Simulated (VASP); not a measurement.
A run of VASP 6.6.1 is set up as follows.

Contents of POSCAR:

```
MgO
1.0
    2.6494109092      0.0000000000      0.0000000000
    0.0000000000      2.6494109092      0.0000000000
    0.0000000000      0.0000000000      2.6494109092
Mg O
1 1
Direct
    0.0000000000      0.0000000000      0.0000000000
    0.5000000000      0.5000000000      0.5000000000
```

The input INCAR.step1:

```
ALGO = Normal
EDIFF = 1E-5
ENCUT = 920
GGA = PE
GGA_COMPAT = False
ISMEAR = 0
LASPH = True
LCHARG = False
LREAL = False
LWAVE = True
NBANDS = 15
NELM = 120
PREC = Accurate
SIGMA = 0.02
```

Contents of INCAR.step2:

```
ALGO = Normal
EDIFF = 1E-6
ENCUT = 920
GGA_COMPAT = False
ISIF = 2
ISMEAR = 0
ISTART = 1
LASPH = True
LCHARG = False
LMIXTAU = True
LREAL = False
LWAVE = False
METAGGA = R2SCAN
NBANDS = 15
NELM = 120
PREC = Accurate
SIGMA = 0.02
```

File KPOINTS:

```
k-points
0
Gamma
  10 10 10
```

Potentials or basis: VASP PAW PBE potentials, release 64 (Mg_sv, O).

The run is started by

```console
$ cat potpaw_PBE.64/Mg_sv/POTCAR potpaw_PBE.64/O/POTCAR > POTCAR
$ cp INCAR.step1 INCAR
$ mpirun -np 1 vasp_std > vasp.out
$ cp INCAR.step2 INCAR
$ mpirun -np 1 vasp_std > vasp.out
```

**Question.** What does it give for the band gap on the k mesh?

**Answer.** 3.24 eV (least direct gap 4.26 eV).

**Question.** What does it give for the pressure?

**Answer.** -4.0 GPa.

Caveat: the cell stands under tension; the PAW data sets were made with another functional, which shifts forces and pressure a little. A k mesh can miss the band edges.
